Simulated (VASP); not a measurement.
# CuSi16 (a cell with a defect) in VASP: single point with PBE

Aim: the single point of CuSi16 (a cell with a defect) with PBE.

Program: VASP 6.6.1. These are calculated values, not measurements. Logs are shortened: lines on timing, memory, paths and dates and some standing lists are left out, and cuts for length are marked.

**1. The cell of the first run**

The cell holds a defect, 17 atoms: a = 7.679 Å, b = 7.679 Å, c = 7.679 Å, α = 60.00°, β = 60.00°, γ = 60.00°.

**2. Single point, PBE**

File INCAR:

```
SYSTEM = CuSi16
  ALGO = Normal
  EDIFF = 1E-7
  ENCUT = 520
  GGA = PE
  ISIF = 2
  ISMEAR = 0
  LASPH = .True.
  LCHARG = .True.
  LELF = .True.
  LREAL = Auto
  LVHAR = .True.
  LWAVE = .False.
  NBANDS = 52
  NELECT = 74.0
  NELM = 60
  PREC = Accurate
  SIGMA = 0.02
```

File KPOINTS:

```
k-points
0
Gamma
  2 2 2
  0 0 0
```

File POSCAR:

```
CuSi16
1.0
    0.0000000000      5.4300000000      5.4300000000
    5.4300000000      0.0000000000      5.4300000000
    5.4300000000      5.4300000000      0.0000000000
Si Cu
16 1
Direct
   -0.0143819521     -0.0139718232      0.0386841621
    0.1248442910      0.1252500000      0.1374733886
    0.0071098527      0.0080382136      0.5118886740
    0.1162126151      0.1152402394      0.6669872007
    0.0013201657      0.4977713628     -0.0023785451
    0.1264546961      0.6121198895      0.1323618785
    0.0024623389      0.4831976980      0.5063255064
    0.1323602210      0.6239686924      0.6256368324
    0.4972370166      0.0021791897     -0.0026552486
    0.6119160221      0.1268099448      0.1323007366
    0.4839116022      0.0027051565      0.5061948435
    0.6238628913      0.1334078269      0.6252446593
    0.4989475138      0.4994758748     -0.0042784530
    0.6289320442      0.6295720074      0.1096388582
    0.5034527624      0.5047897790      0.4807628913
    0.6201684162      0.6198382136      0.6231564457
    0.8490109576      0.8483569982      0.4629671271
```

Potentials or basis: VASP PAW PBE potentials, release 64 (Si, Cu).

On the command line:

```
$ cat potpaw_PBE.64/Si/POTCAR potpaw_PBE.64/Cu/POTCAR > POTCAR
$ mpirun -np 1 vasp_std > vasp.out
```

OUTCAR:

```text
SYSTEM = CuSi16
   EDIFF = 1E-7
   ENCUT = 520
   GGA = PE
   ISIF = 2
   ISMEAR = 0
   LASPH = .True.
   LREAL = Auto
   NELECT = 74.0
   NELM = 60
   PREC = Accurate

 ion  position               nearest neighbor table
   1  0.986  0.986  0.039-   4 2.33  10 2.35   6 2.35   2 2.37  17 2.66
   2  0.125  0.125  0.137-   9 2.34   5 2.34   3 2.35   1 2.37
   3  0.007  0.008  0.512-   4 2.34   2 2.35  17 2.35  12 2.41   8 2.41
   4  0.116  0.115  0.667-  11 2.32   7 2.32   1 2.33   3 2.34
   5  0.001  0.498  0.998-   8 2.33  14 2.34   2 2.34   6 2.35
   6  0.126  0.612  0.132-  13 2.34   7 2.34   5 2.35   1 2.35
   7  0.002  0.483  0.506-   4 2.32   6 2.34  17 2.35  16 2.40   8 2.45
   8  0.132  0.624  0.626-  15 2.33   5 2.33   3 2.41   7 2.45  17 2.47
   9  0.497  0.002  0.997-  12 2.33  14 2.34   2 2.34  10 2.35
  10  0.612  0.127  0.132-  13 2.34  11 2.34   9 2.35   1 2.35
  11  0.484  0.003  0.506-   4 2.32  10 2.34  17 2.35  16 2.40  12 2.44
  12  0.624  0.133  0.625-  15 2.33   9 2.33   3 2.41  11 2.44  17 2.47
  13  0.499  0.499  0.996-  16 2.34   6 2.34  10 2.34  14 2.35
  14  0.629  0.630  0.110-  15 2.33   5 2.34   9 2.34  13 2.35
  15  0.503  0.505  0.481-  14 2.33   8 2.33  12 2.33  16 2.35
  16  0.620  0.620  0.623-  13 2.34  15 2.35   7 2.40  11 2.40  17 2.54
  17  0.849  0.848  0.463-  11 2.35   7 2.35   3 2.35   8 2.47  12 2.47  16 2.54   1 2.66

  LATTYP: Found a face centered cubic cell.
 ALAT       =    10.8600000000

  Lattice vectors:

 A1 = (   0.0000000000,   5.4300000000,   5.4300000000)
 A2 = (   5.4300000000,   0.0000000000,   5.4300000000)
 A3 = (   5.4300000000,   5.4300000000,   0.0000000000)

Analysis of symmetry for initial positions (statically):
=====================================================================
 Subroutine PRICEL returns:
 Original cell was already a primitive cell.

 Routine SETGRP: Setting up the symmetry group for a
 face centered cubic supercell.

 Subroutine GETGRP returns: Found  1 space group operations
 (whereof  1 operations were pure point group operations)
 out of a pool of 48 trial point group operations.

The static configuration has the point symmetry C_1 .

Analysis of symmetry for dynamics (positions and initial velocities):
=====================================================================
 Subroutine PRICEL returns:
 Original cell was already a primitive cell.

 Routine SETGRP: Setting up the symmetry group for a
 face centered cubic supercell.

 Subroutine GETGRP returns: Found  1 space group operations
 (whereof  1 operations were pure point group operations)
 out of a pool of 48 trial point group operations.

The dynamic configuration has the point symmetry C_1 .
[... 121 lines left out ...]
   TEBEG  =    0.0;   TEEND  =   0.0 temperature during run
   PSTRESS=    0.0 pullay stress
   NELECT =      74.0000    total number of electrons
   NUPDOWN=      -1.0000    fix difference up-down
   EMIN   =  10.00;   EMAX   =-10.00  energy-range for DOS
   EFERMI =   0.00;   METHOD = LEGACY
   ISMEAR =     0;   SIGMA  =   0.02  broadening in eV -4-tet -1-fermi 0-gaus
   EFERMI_NEDOS =   21; number of points for ismear=-14 and -15
   IALGO  =     38    algorithm
   IMIX   =      4    mixing-type and parameters
     AMIX     =   0.40;   BMIX     =  1.00
     AMIX_MAG =   1.60;   BMIX_MAG =  1.00
  volume/ion in A,a.u.               =      18.84       127.11
  Fermi-wavevector in a.u.,A,eV,Ry     =   1.004636  1.898488 13.732283  1.009294
  Thomas-Fermi vector in A             =   2.137265
   LORBIT       =      0    0 simple, 1 ext, 2 COOP (PROOUT), +10 PAW based schemes
   GGA     = PE    functional components
   LHFCALC =     F    Hartree Fock is set to
   AEXX    =    0.0000 exact exchange contribution
   IVDW    =     0    specifies the selected vdW correction
   LEPSILON=     F    determine dielectric tensor
   LRPA    =     F    only Hartree local field effects (RPA)
 non-spin polarized calculation
 Gauss-broadening in eV      SIGMA  =   0.02
  energy-cutoff  :      520.00
  volume of cell :      320.21
 maximum number of plane-waves:      8646
 NGX is ok and might be reduce to    60
   NGX = 29   NGY = 29   NGZ = 29

 number of electron      74.0000003 magnetization

 Free energy of the ion-electron system (eV)
  ---------------------------------------------------
  ext. energy  EPLUGINS =         0.00000000
  ---------------------------------------------------
  free energy    TOTEN  =       -94.22270904 eV

  energy without entropy =      -94.22270903  energy(sigma->0) =      -94.22270903

 E-fermi :   6.4019     XC(G=0):  -9.6097

 val. band max:        6.3266095256   @ k =   0.0000   0.0000   0.0000
 cond. band min:       6.4772691094   @ k =   0.0000   0.0000   0.0000
 fundamental gap:      0.1506595839
 Fermi energy:         6.4019428700

 k-point     1 :       0.0000    0.0000    0.0000
  band No.  band energies     occupation
      1      -5.8947      2.00000
      2      -3.5306      2.00000
      3      -3.5148      2.00000
      4      -3.4882      2.00000
      5      -3.4658      2.00000
      6      -2.0098      2.00000
[... 405 lines left out ...]
     48      10.4709      0.00000
     49      10.4885      0.00000
 [bands above 49 left out]

------------------------ aborting loop because EDIFF is reached ----------------------------------------

  FORCE on cell =-STRESS in cart. coord.  units (eV):
  Direction    XX          YY          ZZ          XY          YZ          ZX
  --------------------------------------------------------------------------------------
  -------------------------------------------------------------------------------------
  Total       -1.3886720     -1.2846069     -1.9537207     -0.7593011     -0.0426146     -0.1547398
  in kB       -6.9483354     -6.4276373     -9.7756035     -3.7992260     -0.2132257     -0.7742536
  external PRESSURE =      -7.7171921 kB  Pullay stress =       0.0000000 kB

 VOLUME and BASIS-vectors are now :
 -----------------------------------------------------------------------------
  energy-cutoff  :      520.00
  volume of cell :      320.21
      direct lattice vectors                 reciprocal lattice vectors
     0.000000000  5.430000000  5.430000000    -0.092081031  0.092081031  0.092081031
     5.430000000  0.000000000  5.430000000     0.092081031 -0.092081031  0.092081031
     5.430000000  5.430000000  0.000000000     0.092081031  0.092081031 -0.092081031

 POSITION                                       TOTAL-FORCE (eV/Angst)
 -----------------------------------------------------------------------------------
      5.56419      5.56196     10.70604        -0.005750      0.000187      0.004446
      1.42659      1.42439      1.35801         0.000195     -0.004392     -0.003896
      2.82320      2.81816      0.08225         0.001021      0.015208      0.008860
      4.24749      4.25277      1.25679         0.000638     -0.009674     -0.003920
      8.11998      5.42425      2.71007        -0.001363      0.007254     -0.000715
      4.04254      1.40537      4.01046         0.002851     -0.005096      0.002598
[... 9 lines left out ...]
      6.74946      6.75125      6.73324         0.003212     -0.007863     -0.007482
      7.12049      7.12404      9.21671        -0.003044     -0.010912      0.009254
 -----------------------------------------------------------------------------------
    total drift:                               -0.007163     -0.003504      0.005785

  FREE ENERGIE OF THE ION-ELECTRON SYSTEM (eV)
  ---------------------------------------------------
  free  energy   TOTEN  =       -94.2227090352 eV

  energy  without entropy=      -94.2227090333  energy(sigma->0) =      -94.22270903
```

OSZICAR:

```text
N       E                     dE             d eps       ncg     rms          rms(c)
[... 13 lines left out ...]
DAV:  14    -0.942234287259E+02    0.34084E-02   -0.10143E-02  1336   0.221E+00    0.221E-01
DAV:  15    -0.942227755743E+02    0.65315E-03   -0.24957E-03  1280   0.103E+00    0.910E-02
DAV:  16    -0.942227518668E+02    0.23708E-04   -0.53780E-04  1320   0.153E-01    0.496E-02
DAV:  17    -0.942227163508E+02    0.35516E-04   -0.59009E-05  1368   0.201E-01    0.252E-02
DAV:  18    -0.942227093597E+02    0.69911E-05   -0.35950E-05  1344   0.112E-01    0.103E-02
DAV:  19    -0.942227089534E+02    0.40638E-06   -0.12775E-05  1320   0.566E-02    0.230E-03
DAV:  20    -0.942227091214E+02   -0.16799E-06   -0.11481E-06  1216   0.222E-02    0.292E-03
DAV:  21    -0.942227090352E+02    0.86136E-07   -0.39534E-07  1000   0.677E-03
   1 F= -.94222709E+02 E0= -.94222709E+02  d E =-.194671E-08
```

stdout:

```text
POSCAR found type information on POSCAR SiCu
 POSCAR found :  2 types and      17 ions
 scaLAPACK will be used
 LDA part: xc-table for (Slater+PW92), standard interpolation
 POSCAR, INCAR and KPOINTS ok, starting setup
 FFT: planning ... GRIDC
 FFT: planning ... GRID_SOFT
 FFT: planning ... GRID
 WAVECAR not read
 entering main loop
 the old and the new charge density differ
 old charge density:    75.00000 new   74.00000
    0.224E+01
```

Wall time 6.6 min (1 thread of Intel Xeon Platinum 8259CL at 2.50GHz (Skylake/Cascade Lake), shared host); peak memory 0.49 GiB.

Results:

```yaml
Free_energy: -94.2227 eV
Largest_force: 0.018 eV/Å
```

Forces in eV/Å, atoms in the order of the input:
```
Si  -0.006  0.000  0.004
Si   0.000 -0.004 -0.004
Si   0.001  0.015  0.009
Si   0.001 -0.010 -0.004
Si  -0.001  0.007 -0.001
Si   0.003 -0.005  0.003
Si  -0.007  0.014 -0.002
Si   0.000  0.003  0.003
Si   0.001  0.003 -0.001
Si  -0.001 -0.003  0.004
Si   0.003 -0.004 -0.009
Si   0.005 -0.007 -0.004
Si  -0.002  0.004 -0.002
Si   0.004 -0.004 -0.001
Si  -0.001  0.009  0.003
Si   0.003 -0.008 -0.007
Cu  -0.003 -0.011  0.009
```

Caveat: the k points lie up to 0.50 Å⁻¹ apart; the cell carries a net charge on a neutralising background, which shifts energy and pressure; the cell is charged against a uniform background, so pressure and absolute levels hang on convention.
